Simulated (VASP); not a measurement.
A run of VASP 6.6.1:

POSCAR

```
La
1.0
    0.0000000000      3.1671267467      3.1671267467
    3.1671267467      0.0000000000      3.1671267467
    3.1671267467      3.1671267467      0.0000000000
La
2
Direct
   -0.1250000000     -0.1250000000     -0.1250000000
    0.1250000000      0.1250000000      0.1250000000
```

INCAR.step1

```
PREC = Accurate
ENCUT = 520
EDIFF = 1E-6
ISMEAR = -1
SIGMA = 0.05
LREAL = False
LASPH = True
NELM = 60
ALGO = Normal
ISIF = 2
LWAVE = False
LCHARG = True
LMAXMIX = 6
NBANDS = 18
```

Contents of KPOINTS.step1:

```
Automatic mesh
0
Gamma
  11 11 11
```

The input INCAR.step2:

```
PREC = Accurate
ENCUT = 520
EDIFF = 1E-6
ISMEAR = -5
SIGMA = 0.05
LREAL = False
LASPH = True
NELM = 60
ALGO = Normal
ISIF = 2
LWAVE = False
LCHARG = False
LMAXMIX = 6
LORBIT = 11
NEDOS = 1001
ICHARG = 11
```

KPOINTS.step2

```
Automatic mesh
0
Gamma
  17 17 17
```

Potentials or basis: VASP PAW LDA potentials, release 64 (La).

Run with:

```sh
$ cat potpaw_LDA.64/La/POTCAR > POTCAR
$ cp INCAR.step1 INCAR
$ cp KPOINTS.step1 KPOINTS
$ mpirun -np 1 vasp_std > vasp.out
$ cp INCAR.step2 INCAR
$ cp KPOINTS.step2 KPOINTS
$ mpirun -np 1 vasp_std > vasp.out
```

Hardware: 1 thread of Intel(R) Xeon(R) Platinum 8124M CPU @ 3.00GHz (Skylake/Cascade Lake), with other jobs on the host.

**Question.** Estimate the wall time of this run.

**Answer.** Run time: 3.4 min on 1 thread of Intel(R) Xeon(R) Platinum 8124M CPU @ 3.00GHz (Skylake/Cascade Lake), with other jobs on the host, peak memory 0.3 GiB. Counts: k points 165.
